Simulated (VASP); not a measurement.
## Re: relaxation of cell and atoms with revPBE

Re:

```
Re
1.0
     4.90087    0.00000    0.00000
     0.00000    4.90087    0.00000
     0.00000    0.00000    4.90087
Re
8
Direct
  0.00000 0.00000 0.00000
  0.50000 0.50000 0.50000
  0.25000 0.00000 0.50000
  0.75000 0.00000 0.50000
  0.50000 0.25000 0.00000
  0.50000 0.75000 0.00000
  0.00000 0.50000 0.25000
  0.00000 0.50000 0.75000
```

```json
{"Program": "VASP 6.6.1", "Task": "relaxation of cell and atoms", "Functional": "revPBE", "Potentials or basis": "VASP PAW PBE potentials, release 64 (Re)", "Cutoff": "600 eV", "k mesh": "5 × 5 × 5", "Occupations": "fermi-dirac, width 0.1 eV", "Spin": "no spin polarisation", "Dipole correction": "no", "Further INCAR settings": "ALGO = Normal; EDIFF = 1e-06; IBRION = 2; EDIFFG = -0.01; NSW = 80; ISIF = 3"}
```

* Relaxed volume: 15.27 Å³/atom
* Relaxed cell: a = 4.962 Å, b = 4.962 Å, c = 4.962 Å, α = 90.00°, β = 90.00°, γ = 90.00°
* Space group after relaxing (to 0.05 Å): Pm-3n (No. 223)
* Energy gained by relaxing: 23.6 meV/atom
* Ionic steps: 4
* Pressure after relaxing: -0.1 GPa
* Band gap on the k mesh: zero (band 28 reaches 8.60 eV, above the bottom of band 29 at 8.12 eV)

The path:
```
step  energy change (eV)  largest force (eV/Å)  pressure (GPa)  volume (Å³)
   1              0.0000                0.0000           14.12       117.71
   2              2.2899                0.0000          -36.22       141.22
   3             -0.1877                0.0000           -0.85       122.45
   4             -0.1886                0.0000           -0.07       122.17
```

Final structure:
```cif
data_structure
_symmetry_space_group_name_H-M 'P 1'
_symmetry_Int_Tables_number 1
_cell_length_a 4.9620
_cell_length_b 4.9620
_cell_length_c 4.9620
_cell_angle_alpha 90.000
_cell_angle_beta 90.000
_cell_angle_gamma 90.000
_cell_volume 122.17
loop_
_atom_site_label
_atom_site_type_symbol
_atom_site_fract_x
_atom_site_fract_y
_atom_site_fract_z
_atom_site_occupancy
Re1 Re 0.00000 0.00000 0.00000 1
Re2 Re 0.50000 0.50000 0.50000 1
Re3 Re 0.25000 0.00000 0.50000 1
Re4 Re 0.75000 0.00000 0.50000 1
Re5 Re 0.50000 0.25000 0.00000 1
Re6 Re 0.50000 0.75000 0.00000 1
Re7 Re 0.00000 0.50000 0.25000 1
Re8 Re 0.00000 0.50000 0.75000 1
```

Levels at points of the mesh, in eV from the Fermi level:
| k point | band 24 | band 25 | band 26 | band 27 | band 28 | band 29 | band 30 | band 31 | band 32 | band 33 |
| --- | --- | --- | --- | --- | --- | --- | --- | --- | --- | --- |
| (0.00, 0.00, 0.00) | -1.72 | -1.72 | 0.16 | 0.16 | 0.16 | 0.21 | 0.21 | 0.21 | 0.52 | 0.52 |

Run time: 2.8 min on 1 thread of Intel(R) Xeon(R) Platinum 8488C (Sapphire Rapids), on a shared host, peak memory 0.26 GiB.

Caveat: the PAW data sets were made with another functional, which shifts forces and pressure a little; spin-orbit coupling is left out, which moves the levels of the heavy elements.
